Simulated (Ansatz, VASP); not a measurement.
This is a calculation of Cu for VASP 6.6.1.

The input INCAR:

```
PREC = Accurate
ENCUT = 700
EDIFF = 1E-6
ISMEAR = -1
SIGMA = 0.05
LREAL = F
LASPH = T
NELM = 120
ALGO = Normal
ISIF = 2
LWAVE = F
LCHARG = F
GGA = PS
NBANDS = 46
GGA_COMPAT = F
```

Contents of KPOINTS:

```
Automatic mesh
0
Gamma
  12 12 4
```

Contents of POSCAR:

```
Cu
1.0
    2.5137785214      0.0000000000      0.0000000000
   -1.2568892608      2.1769960591      0.0000000000
    0.0000000000      0.0000000000      8.2063649859
Cu
4
Direct
    0.6666666667      0.3333333333      0.7500000000
    0.0000000000      0.0000000000      0.5000000000
    0.3333333333      0.6666666667      0.2500000000
    0.0000000000      0.0000000000      0.0000000000
```

Potentials or basis: VASP PAW PBE potentials, release 64 (Cu_sv_GW).

Run with:

```sh
$ cat potpaw_PBE.64/Cu_sv_GW/POTCAR > POTCAR
$ mpirun -np 1 vasp_std > vasp.out
```

Task: Translate it to Ansatz 0.2.0. Potentials there: Ansatz PAW.

Result: As run (the cutoff follows the program's own potentials):

The input input.yaml:

```yaml
crystal:
  lattice:
    - [2.5137785214, 0.0, 0.0]
    - [-1.2568892608, 2.1769960591, 0.0]
    - [0.0, 0.0, 8.2063649859]
  atoms:
    - { symbol: Cu, position: [0.6666666667, 0.3333333333, 0.75] }
    - { symbol: Cu, position: [0.0, 0.0, 0.5] }
    - { symbol: Cu, position: [0.3333333333, 0.6666666667, 0.25] }
    - { symbol: Cu, position: [0.0, 0.0, 0.0] }
hamiltonian:
  xc: pbesol
  pseudopotentials: { kind: paw }
kpoints:
  mp_grid: { grid: [12, 12, 4] }
scf:
  occupations: { method: fermi_dirac, width: 0.05 }
output:
  forces: true
  stress: true
  eigenvalues: true
```

Potentials or basis: Ansatz PAW.

Run with:

```console
$ ansatz run input.yaml --threads 1 --pin off --max-ram 3584MiB --backend cpu --events-out ev --progress --plain --runs-dir out
```

Both were run:

|  | VASP | Ansatz | Ansatz less VASP |
| --- | --- | --- | --- |
| gap on the k mesh at the Fermi level (eV) | none | none | - |
| pressure (GPa) | -3.3 | 1.5 | +4.82 |
| traceless stress, the component that is largest in VASP (GPa) | -0.32 | -0.32 | -0.002 |

VASP's potentials were made for PBE, not for PBEsol. A gap of «none» marks a metal or a gap that the smearing closes. One of these differences is far larger than is usual between the two programs; its cause wasn't traced.
